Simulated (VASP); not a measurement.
Set up this calculation in VASP 6.6.1, as the native input.

```yaml
Task: single point
Functional: r2SCAN
Potentials_or_basis: VASP PAW PBE potentials, release 64 (In_d, P)
Cutoff: 520 eV
k_mesh: 8 × 8 × 8
Occupations: gaussian, width 0.01 eV
Spin: no spin polarisation
Dipole_correction: no
Further_INCAR_settings: ALGO = Normal; EDIFF = 1e-07; NBANDS = 16
```

The system is InP.

```
In P
1.0
     0.00000    2.95379    2.95379
     2.85365    0.00000    2.95379
     2.85365    2.95379    0.00000
In P
1 1
Direct
  0.00000 0.00000 0.00000
  0.25000 0.25000 0.25000
```

This cell differs from its parent crystal: uniaxial x strain -3.4%.

One way to write it, as run:

POSCAR

```
InP
1.0
    0.0000000000      2.9537876370      2.9537876370
    2.8536542361      0.0000000000      2.9537876370
    2.8536542361      2.9537876370      0.0000000000
In P
1 1
Direct
    0.0000000000      0.0000000000      0.0000000000
    0.2500000000      0.2500000000      0.2500000000
```

INCAR.step1

```
PREC = Accurate ; ENCUT = 520
ISMEAR = 0 ; SIGMA = 0.01
LREAL = False ; LASPH = True
NELM = 60 ; NBANDS = 16
GGA = PE ; ALGO = Normal
EDIFF = 1E-4 ; LWAVE = True
LCHARG = False
```

INCAR.step2

```
PREC = Accurate ; ENCUT = 520
EDIFF = 1E-7 ; ISMEAR = 0
SIGMA = 0.01 ; LREAL = False
LASPH = True ; NELM = 60
ALGO = Normal ; ISIF = 2
LWAVE = False ; LCHARG = False
METAGGA = R2SCAN ; LMIXTAU = True
NBANDS = 16 ; ISTART = 1
```

KPOINTS

```
Automatic mesh
0
Gamma
  8 8 8
```

Potentials or basis: VASP PAW PBE potentials, release 64 (In_d, P).

Launch:

```sh
$ cat potpaw_PBE.64/In_d/POTCAR potpaw_PBE.64/P/POTCAR > POTCAR
$ cp INCAR.step1 INCAR
$ mpirun -np 1 vasp_std > vasp.out
$ cp INCAR.step2 INCAR
$ mpirun -np 1 vasp_std > vasp.out
```

It gave:

```yaml
Pressure: 2.4 GPa
Band_gap_on_the_k_mesh: 1.12 eV, direct
```

Caveat: the cell differs from its parent crystal (uniaxial x strain -3.4%); the PAW data sets were made with another functional, which shifts forces and pressure a little; spin-orbit coupling is left out, which moves the levels of the heavy elements.

Wall time 120 s on 1 thread of AMD EPYC 9R45 96-Core Processor (Zen 5), with other jobs on the host, peak memory 0.18 GiB.
